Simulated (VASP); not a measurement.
A run of VASP 6.6.1 is set up as follows.

Contents of INCAR:

```
SYSTEM = LiHf2O2
ALGO = Normal
EDIFF = 1E-6
ENCUT = 520
GGA = PE
ISIF = 2
ISMEAR = 0
LASPH = .True.
LCHARG = .False.
LREAL = .False.
LWAVE = .False.
NBANDS = 26
NELM = 80
PREC = Accurate
SIGMA = 0.1
```

File KPOINTS:

```
k-points
0
Gamma
  12 12 6
  0 0 0
```

POSCAR

```
LiHf2O2
1.0
    3.5801960838      0.0000000000      0.0000000000
   -1.7900980419      3.1005407591      0.0000000000
    0.0000000000      0.0000000000      8.3646500784
Li Hf O
1 2 2
Direct
    0.0000000000      0.0000000000      0.0000000000
    0.0000000000      0.0000000000      0.3530051336
    0.0000000000      0.0000000000      0.6469948664
    0.3333333333      0.6666666667      0.5000000000
    0.6666666667      0.3333333333      0.5000000000
```

Potentials or basis: VASP PAW PBE potentials, release 64 (Li_sv, Hf_pv, O).

The run is started by

```bash
$ cat potpaw_PBE.64/Li_sv/POTCAR potpaw_PBE.64/Hf_pv/POTCAR potpaw_PBE.64/O/POTCAR > POTCAR
$ mpirun -np 1 vasp_std > vasp.out
```

Q: Predict the band gap on the k mesh.

A: Zero (an odd number of electrons rules out a gap without spin polarisation).

Q: What does it give for the largest force?

A: 0.341 eV/Å.

Forces in eV/Å, atoms in the order of the input:
```
Li   0.000  0.000  0.000
Hf   0.000  0.000  0.341
Hf   0.000  0.000 -0.341
O    0.000  0.000  0.000
O    0.000  0.000  0.000
```

Caveat: spin-orbit coupling is left out, which moves the levels of the heavy elements; an odd number of electrons without spin polarisation forces a metal; a magnetic or distorted state may lie lower.
